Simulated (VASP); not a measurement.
Ge, 4 atoms in the cell. Symmetry: P2_13, No. 198, cubic system. The conventional cell has a = 4.343 Å, b = 4.343 Å, c = 4.343 Å, α = 90.00°, β = 90.00°, γ = 90.00°. Ge (site symmetry 3) has 12 Ge at 2.79 to 3.46 Å within 3.7 Å. 

| Item | Value |
| --- | --- |
| Program | VASP 6.6.1 |
| Task | single point |
| Functional | PBE |
| Potentials or basis | VASP PAW PBE potentials, release 64 (Ge_d) |
| Cutoff | 520 eV |
| k mesh | 12 × 12 × 12 |
| Occupations | gaussian, width 0.1 eV |
| Spin | no spin polarisation |
| Dipole correction | no |
| Further INCAR settings | ALGO = Normal; EDIFF = 1e-06; NBANDS = 36 |

Potentials or basis: VASP PAW PBE potentials, release 64 (Ge_d).

Command:

```sh
$ cat potpaw_PBE.64/Ge_d/POTCAR > POTCAR
$ mpirun -np 1 vasp_std > vasp.out
```

Hardware: 1 thread of Intel Xeon 8259CL, on a shared host.

Problem. Estimate the wall time of this run.

Solution. Wall time 5.7 min on 1 thread of Intel Xeon 8259CL, with other jobs on the host, peak memory 0.32 GiB. Counts: scf iterations 11, k points 119.
